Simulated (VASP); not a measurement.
A run of VASP 6.6.1 is set up as follows.

The input INCAR:

```
PREC     = Accurate       # precision mode
ENCUT    = 520            # plane-wave cutoff, eV
EDIFF    = 1E-6           # SCF threshold, eV
ISMEAR   = 0              # smearing method
SIGMA    = 0.05           # smearing width, eV
LREAL    = False          # projectors in reciprocal space
LASPH    = True           # aspherical terms in the spheres
NELM     = 60             # most SCF steps
ALGO     = Normal         # electronic algorithm
ISIF     = 2              # what is computed and relaxed
LWAVE    = False          # write WAVECAR
LCHARG   = False          # write CHGCAR
GGA      = PS             # functional
NBANDS   = 36             # bands
```

The input KPOINTS:

```
Automatic mesh
0
Gamma
  9 9 2
```

Contents of POSCAR:

```
MgO
1.0
    2.1075959645     -2.1075959645      0.0000000000
    2.1075959645      0.0000000000     -2.1075959645
    8.4968058872      8.2860462907      8.0752866943
Mg O
6 6
Direct
    1.0000000000     -0.0381532257      0.3815322575
    0.3333333333      0.3121370968      0.2119623653
    0.6666666667      0.6115564517      0.5511021497
    1.0000000000      0.9109758066      0.8902419341
    0.3333333333      0.2612661291      0.7206720419
    0.6666666667      0.6624274194      0.0423924731
    0.6666666667      0.6369919355      0.2967473114
    0.0000000000     -0.0127177419      0.1271774192
    0.3333333333      0.2867016130      0.4663172036
    0.6666666667      0.5861209679      0.8054569880
    1.0000000000      0.9364112904      0.6358870958
    0.3333333333      0.2358306453      0.9750268802
```

Potentials or basis: VASP PAW PBE potentials, release 64 (Mg, O).

Run with:

```bash
$ cat potpaw_PBE.64/Mg/POTCAR potpaw_PBE.64/O/POTCAR > POTCAR
$ mpirun -np 1 vasp_std > vasp.out
```

(1) Predict the pressure.

(2) Estimate the largest force.

(3) Predict the band gap on the k mesh.

Answers

(1) 4.5 GPa.

(2) 4.909 eV/Å.

(3) 4.11 eV, direct.

Caveat: the PAW data sets were made with another functional, which shifts forces and pressure a little.
